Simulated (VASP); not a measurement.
# Cu (I4_1/amd) in VASP: single point with PBEsol

Aim: the single point of Cu with PBEsol.

Everything below comes from runs of VASP 6.6.1. Logs are shortened: lines on timing, memory, paths and dates and some standing lists are left out, and cuts for length are marked.

## Step 1: The cell of the first run

It takes space group I4_1/amd (No. 141, tetragonal). Conventional cell: a = 3.775 Å, b = 3.775 Å, c = 2.013 Å, α = 90.00°, β = 90.00°, γ = 90.00°. Within 2.6 Å of Cu (site symmetry -4m2) lie 10 Cu at 1.95 to 2.42 Å.

## Step 2: Single point, PBEsol

Contents of INCAR:

```
SYSTEM = Cu
PREC = Accurate ; ENCUT = 520
EDIFF = 1E-7 ; ISMEAR = -1
SIGMA = 0.08 ; LREAL = .FALSE.
LASPH = .TRUE. ; NELM = 60
ALGO = Normal ; ISIF = 2
LWAVE = .FALSE. ; LCHARG = .TRUE.
GGA = PS ; LELF = .TRUE.
LVHAR = .TRUE. ; NBANDS = 18
```

Contents of KPOINTS:

```
Automatic mesh
0
G
  21 21 21
  0 0 0
```

Contents of POSCAR:

```
Cu
1.0
   -1.8876796347      1.8876796347      1.0067495275
    1.8876796347     -1.8876796347      1.0067495275
    1.8876796347      1.8876796347     -1.0067495275
Cu
2
Direct
   -0.3750000000     -0.1250000000     -0.2500000000
    0.3750000000      0.1250000000      0.2500000000
```

Potentials or basis: VASP PAW PBE potentials, release 64 (Cu).

Launch:

```console
$ cat potpaw_PBE.64/Cu/POTCAR > POTCAR
$ mpirun -np 1 vasp_std > vasp.out
```

OUTCAR:

```text
SYSTEM = Cu
   PREC = Accurate
   ENCUT = 520
   EDIFF = 1E-7
   ISMEAR = -1
   LREAL = .FALSE.
   LASPH = .TRUE.
   NELM = 60
   ISIF = 2
   GGA = PS

 ion  position               nearest neighbor table
   1  0.625  0.875  0.750-   2 1.95   2 1.95   2 1.95   2 1.95   2 2.42   2 2.42   2 2.42   2 2.42

   2  0.375  0.125  0.250-   1 1.95   1 1.95   1 1.95   1 1.95   1 2.42   1 2.42   1 2.42   1 2.42

  LATTYP: Found a body centered tetragonal cell.
 ALAT       =     3.7753592694
 C/A-ratio  =     0.5333264761

  Lattice vectors:

 A1 = (  -1.8876796347,   1.8876796347,   1.0067495275)
 A2 = (   1.8876796347,  -1.8876796347,   1.0067495275)
 A3 = (   1.8876796347,   1.8876796347,  -1.0067495275)

Analysis of symmetry for initial positions (statically):
=====================================================================
 Subroutine PRICEL returns:
 Original cell was already a primitive cell.

 Routine SETGRP: Setting up the symmetry group for a
 body centered tetragonal supercell.

 Subroutine GETGRP returns: Found 16 space group operations
 (whereof  4 operations were pure point group operations)
 out of a pool of 16 trial point group operations.

The static configuration has the point symmetry C_2h.
 The point group associated with its full space group is D_4h.

Analysis of symmetry for dynamics (positions and initial velocities):
=====================================================================
 Subroutine PRICEL returns:
 Original cell was already a primitive cell.

 Routine SETGRP: Setting up the symmetry group for a
 body centered tetragonal supercell.

 Subroutine GETGRP returns: Found 16 space group operations
 (whereof  4 operations were pure point group operations)
 out of a pool of 16 trial point group operations.

The dynamic configuration has the point symmetry C_2h.
 The point group associated with its full space group is D_4h.

 Subroutine INISYM returns: Found 16 space group operations
 (whereof  4 operations are pure point group operations),
 and found     1 'primitive' translations

----------------------------------------------------------------------------------------

                                     Primitive cell

  volume of cell :      14.3495

  direct lattice vectors                    reciprocal lattice vectors
    -1.887679635  1.887679635  1.006749528     0.000000000  0.264875454  0.496647862
     1.887679635 -1.887679635  1.006749528     0.264875454  0.000000000  0.496647862
[... 78 lines left out ...]
   ICHARG =      2    charge: 1-file 2-atom 10-const
   ISPIN  =      1    spin polarized calculation?
   LNONCOLLINEAR =      F non collinear calculations
   LSORBIT =      F    spin-orbit coupling
   LASPH  =      T    aspherical Exc in radial PAW
   ENCUT  =  520.0 eV  38.22 Ry    6.18 a.u.   5.30  5.30  5.30*2*pi/ulx,y,z
   NELM   =     60;   NELMIN=  2; NELMDL= -5     # of ELM steps
   EDIFF  = 0.1E-06   stopping-criterion for ELM
   LREAL  =      F    real-space projection
   EDIFFG = 0.1E-05   stopping-criterion for IOM
   NSW    =      0    number of steps for IOM
   IBRION =     -1    ionic relax: 0-MD 1-quasi-New 2-CG
   NFREE  =      0    steps in history (QN), initial steepest desc. (CG)
   ISIF   =      2    stress and relaxation
   ISYM   =      2    0-nonsym 1-usesym 2-fastsym
   POTIM  = 0.5000    time-step for ionic-motion
   TEBEG  =    0.0;   TEEND  =   0.0 temperature during run
   PSTRESS=    0.0 pullay stress
   NELECT =      22.0000    total number of electrons
   NUPDOWN=      -1.0000    fix difference up-down
   EMIN   =  10.00;   EMAX   =-10.00  energy-range for DOS
   EFERMI =   0.00;   METHOD = LEGACY
   ISMEAR =    -1;   SIGMA  =   0.08  broadening in eV -4-tet -1-fermi 0-gaus
   EFERMI_NEDOS =   21; number of points for ismear=-14 and -15
   IALGO  =     38    algorithm
   IMIX   =      4    mixing-type and parameters
     AMIX     =   0.40;   BMIX     =  1.00
     AMIX_MAG =   1.60;   BMIX_MAG =  1.00
  volume/ion in A,a.u.               =       7.17        48.42
  Fermi-wavevector in a.u.,A,eV,Ry     =   1.887715  3.567264 48.483916  3.563467
  Thomas-Fermi vector in A             =   2.929693
   LORBIT       =      0    0 simple, 1 ext, 2 COOP (PROOUT), +10 PAW based schemes
   GGA     = PS    functional components
   LHFCALC =     F    Hartree Fock is set to
   AEXX    =    0.0000 exact exchange contribution
   IVDW    =     0    specifies the selected vdW correction
   LEPSILON=     F    determine dielectric tensor
   LRPA    =     F    only Hartree local field effects (RPA)
 non-spin polarized calculation
  energy-cutoff  :      520.00
  volume of cell :       14.35
 maximum number of plane-waves:       399
 NGX is ok and might be reduce to    24
   NGX = 11   NGY = 11   NGZ = 11

 number of electron      21.9999996 magnetization

 Free energy of the ion-electron system (eV)
  ---------------------------------------------------
  ext. energy  EPLUGINS =         0.00000000
  ---------------------------------------------------
  free energy    TOTEN  =        -2.22808095 eV

  energy without entropy =       -2.21833766  energy(sigma->0) =       -2.22320931

 E-fermi :  15.7919     XC(G=0): -16.0474

 val. band max:       15.7896618310   @ k =  -0.3333   0.4762   0.1429
 cond. band min:      15.8007808032   @ k =   0.3333   0.3333   0.0000
 fundamental gap:      0.0111189722
 Fermi energy:        15.7919104525

 k-point     1 :       0.0000    0.0000    0.0000
  band No.  band energies     occupation
      1       1.7712      2.00000
      2       6.1740      2.00000
      3       7.9541      2.00000
      4       8.4436      2.00000
      5       9.0352      2.00000
      6      12.3369      2.00000
[... 481 lines left out ...]
      5      10.0018      2.00000
      6      10.4978      2.00000
[... 10 lines left out ...]
     17      36.6700      0.00000
     18      37.8557      0.00000

 [... further k-points ...]
[... 5 lines left out ...]
  --------------------------------------------------------------------------------------
  -------------------------------------------------------------------------------------
  Total       26.2220552     26.2220552     26.2397738      0.0000000     -0.0000000      0.0000000
  in kB     2927.7858149   2927.7858149   2929.7641643      0.0000000     -0.0000000      0.0000000
  external PRESSURE =    2928.4452647 kB  Pullay stress =       0.0000000 kB

 VOLUME and BASIS-vectors are now :
 -----------------------------------------------------------------------------
  energy-cutoff  :      520.00
  volume of cell :       14.35
      direct lattice vectors                 reciprocal lattice vectors
    -1.887679635  1.887679635  1.006749528     0.000000000  0.264875454  0.496647862
     1.887679635 -1.887679635  1.006749528     0.264875454  0.000000000  0.496647862
     1.887679635  1.887679635 -1.006749528     0.264875454  0.264875454  0.000000000

 POSITION                                       TOTAL-FORCE (eV/Angst)
 -----------------------------------------------------------------------------------
      1.88768      0.94384      0.75506        -0.000000     -0.000000     -0.000000
     -0.00000      0.94384      0.25169         0.000000      0.000000      0.000000
 -----------------------------------------------------------------------------------
    total drift:                               -0.000000      0.000000      0.000000

  FREE ENERGIE OF THE ION-ELECTRON SYSTEM (eV)
  ---------------------------------------------------
  free  energy   TOTEN  =        -2.2280809498 eV

  energy  without entropy=       -2.2183376632  energy(sigma->0) =       -2.22320931
```

Run time: 2.1 min. Hardware: 1 thread of Intel Xeon 6975P-C, shared host; peak memory 0.27 GiB.

What came out:

| Item | Value |
| --- | --- |
| Free energy | -2.2281 eV |
| Pressure | 292.8 GPa |
| Band gap on the k mesh | zero (band 11 reaches 19.94 eV, above the bottom of band 12 at 12.63 eV) |

Stress tensor (GPa, compression positive):
```
292.78   0.00   0.00
  0.00 292.78   0.00
  0.00   0.00 292.98
```

Caveat: the PAW data sets were made with another functional, which shifts forces and pressure a little.
